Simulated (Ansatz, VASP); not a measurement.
CdTe: VASP beside Ansatz

```
Cd Te
1.0
     0.00000    3.24481    3.24481
     3.24481    0.00000    3.24481
     3.24481    3.24481    0.00000
Cd Te
1 1
Direct
  0.00000 0.00000 0.00000
  0.25000 0.25000 0.25000
```

Alike in both runs: functional PBEsol; k mesh 8 × 8 × 8; occupations gaussian, width 0.02 eV; no spin polarisation.

Ansatz relaxed the structure, and its values are those at the end. VASP's run is a single point on that final structure, the one shown.

|  | VASP | Ansatz |
| --- | --- | --- |
| version | VASP 6.6.1 | Ansatz 0.2.0 |
| potentials or method | VASP PAW PBE potentials, release 64 (Cd, Te), cutoff 500 eV | scalar-relativistic, plane waves, PAW |
| valence electrons in the cell | 18 | 36 |

Ansatz gave:

* gap on the k mesh at the Fermi level (eV): 0.65
* least direct gap on the mesh (eV): 0.65
* pressure (GPa): 0.0

Question: Estimate VASP's values.

Answer: gap on the k mesh at the Fermi level (eV): 0.65; least direct gap on the mesh (eV): 0.65; pressure (GPa): 0.2.

VASP's potentials were made for PBE, not for PBEsol, and Ansatz warns of the same on its side. VASP's potentials hold 18 valence electrons a cell and Ansatz's 36, so a difference there can come from the potentials and not from the codes.

Spin-orbit coupling is off throughout.
